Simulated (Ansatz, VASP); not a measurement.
# Pb: VASP beside Ansatz

```
CELL_PARAMETERS angstrom
0.00000 2.58419 2.58419
2.58419 0.00000 2.58419
2.58419 2.58419 0.00000
ATOMIC_POSITIONS crystal
Pb 0.00000 0.00000 0.00000
```

Alike in both runs: task single point; functional RPBE; k mesh 17 × 17 × 17; occupations fermi-dirac, width 0.1 eV; no spin polarisation.

|  | VASP | Ansatz |
| --- | --- | --- |
| version | VASP 6.6.1 | Ansatz 0.2.0 |
| potentials or method | VASP PAW PBE potentials, release 64 (Pb_d), cutoff 520 eV | plane waves (420 eV) with PAW, scalar-relativistic |
| valence electrons in the cell | 14 | 14 |

Ansatz gave:

```
pressure (GPa) : -1.1
```

Q: What did VASP give for the same quantities?

A: Pressure (GPa): -1.2.

VASP's potentials were made for PBE, not for RPBE.

Spin-orbit coupling is off throughout.
